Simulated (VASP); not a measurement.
# As: single point with r2SCAN

Crystal: As.

```
As
1.0
     1.84902   -5.57238    0.00000
     1.84902    5.57238    0.00000
     0.00000    0.00000    4.52882
As
4
Direct
  0.39000 0.61000 0.56000
  0.89000 0.11000 0.94000
  0.61000 0.39000 0.44000
  0.11000 0.89000 0.06000
```

| Quantity | Value |
| --- | --- |
| Program | VASP 6.6.1 |
| Task | single point |
| Functional | r2SCAN |
| Potentials or basis | VASP PAW PBE potentials, release 64 (As) |
| Cutoff | 520 eV |
| k mesh | 8 × 8 × 6 |
| Occupations | fermi-dirac, width 0.05 eV |
| Spin | no spin polarisation |

- Pressure: -1.3 GPa
- Largest force: 0.608 eV/Å
- Band gap on the k mesh: 0.16 eV, indirect (least direct gap 0.18 eV)

Forces in eV/Å, atoms in the order of the input:
```
As   0.000 -0.344  0.502
As   0.000 -0.344 -0.502
As   0.000  0.344 -0.502
As   0.000  0.344  0.502
```

Stress tensor (GPa, compression positive):
```
-0.80  0.00  0.00
 0.00 -1.50  0.00
 0.00  0.00 -1.58
```

Levels at points of the mesh, in eV from the valence-band top:
| k point | band 7 | band 8 | band 9 | band 10 | band 11 | band 12 | band 13 | band 14 |
| --- | --- | --- | --- | --- | --- | --- | --- | --- |
| (0.00, 0.00, 0.00) | -2.97 | -2.11 | -1.81 | -0.98 | 2.22 | 2.47 | 2.80 | 3.53 |
| (0.50, 0.00, 0.00) | -2.47 | -2.47 | -2.23 | -2.23 | 1.20 | 1.20 | 1.38 | 1.38 |
| (0.50, 0.50, 0.00) | -3.32 | -1.58 | -1.23 | -0.02 | 0.16 | 2.41 | 2.67 | 3.17 |
| (0.00, 0.00, 0.50) | -1.94 | -1.94 | -0.49 | -0.49 | 1.26 | 1.26 | 2.30 | 2.30 |
| (0.50, 0.00, 0.50) | -4.50 | -4.50 | -1.77 | -1.77 | 2.37 | 2.37 | 4.80 | 4.80 |
| (0.50, 0.50, 0.50) | -1.87 | -1.87 | -0.94 | -0.94 | 1.75 | 1.75 | 2.01 | 2.01 |

Run time: 4.4 min on 1 thread of Intel(R) Xeon(R) 6975P-C (Granite Rapids), on a shared host, peak memory 0.35 GiB.

Caveat: the PAW data sets were made with another functional, which shifts forces and pressure a little. A k mesh can miss the band edges.
